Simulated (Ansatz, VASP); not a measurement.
**Au in VASP and in Ansatz**

POSCAR

```
Au
1.0
   -1.6348707273      1.6348707273      1.6348707273
    1.6348707273     -1.6348707273      1.6348707273
    1.6348707273      1.6348707273     -1.6348707273
Au
1
Direct
    0.0000000000      0.0000000000      0.0000000000
```

Contents of INCAR.step1:

```
SYSTEM = Au
ALGO = Normal
EDIFF = 1E-5
ENCUT = 520
GGA = PE
ISIF = 2
ISMEAR = -1
LASPH = .TRUE.
LCHARG = .FALSE.
LREAL = .FALSE.
LWAVE = .TRUE.
NBANDS = 12
NELM = 60
PREC = Accurate
SIGMA = 0.05
```

INCAR.step2

```
SYSTEM = Au
ALGO = Normal
EDIFF = 1E-6
ENCUT = 520
GGA = PE
HFSCREEN = 0.2079
ISIF = 2
ISMEAR = -1
ISTART = 1
LASPH = .TRUE.
LCHARG = .FALSE.
LHFCALC = .TRUE.
LREAL = .FALSE.
LWAVE = .FALSE.
NBANDS = 12
NELM = 60
PREC = Accurate
PRECFOCK = Normal
SIGMA = 0.05
```

Contents of KPOINTS:

```
k-points
0
G
  6 6 6
  0 0 0
```

File input:

```
crystal:
  lattice:
    - [-1.6348707273, 1.6348707273, 1.6348707273]
    - [1.6348707273, -1.6348707273, 1.6348707273]
    - [1.6348707273, 1.6348707273, -1.6348707273]
  atoms:
    - { symbol: Au, position: [0.0, 0.0, 0.0] }
hamiltonian:
  xc: hse06
  pseudopotentials: { kind: paw }
kpoints:
  mp_grid: { grid: [6, 6, 6] }
scf:
  occupations: { method: fermi_dirac, width: 0.05 }
output:
  forces: true
  stress: true
  eigenvalues: true
```

Alike in both runs: task single point; functional HSE06; k mesh 6 × 6 × 6; occupations fermi-dirac, width 0.05 eV; no spin polarisation.

```csv
,VASP,Ansatz
version,VASP 6.6.1,Ansatz 0.2.0
potentials or method,"VASP PAW PBE potentials, release 64 (Au)",Ansatz PAW
plane-wave cutoff (eV),520,420
valence electrons in the cell,11,19
```

```tsv
	VASP	Ansatz	Ansatz less VASP
gap on the k mesh at the Fermi level (eV)	none	none	-
pressure (GPa)	1.6	1.5	-0.05
```

A gap of «none» marks a metal or a gap that the smearing closes. VASP's potentials hold 11 valence electrons a cell and Ansatz's 19, so a difference there can come from the potentials and not from the codes.

The k mesh is coarse, so the values compare programs but aren't converged. Neither program's run includes spin-orbit coupling.
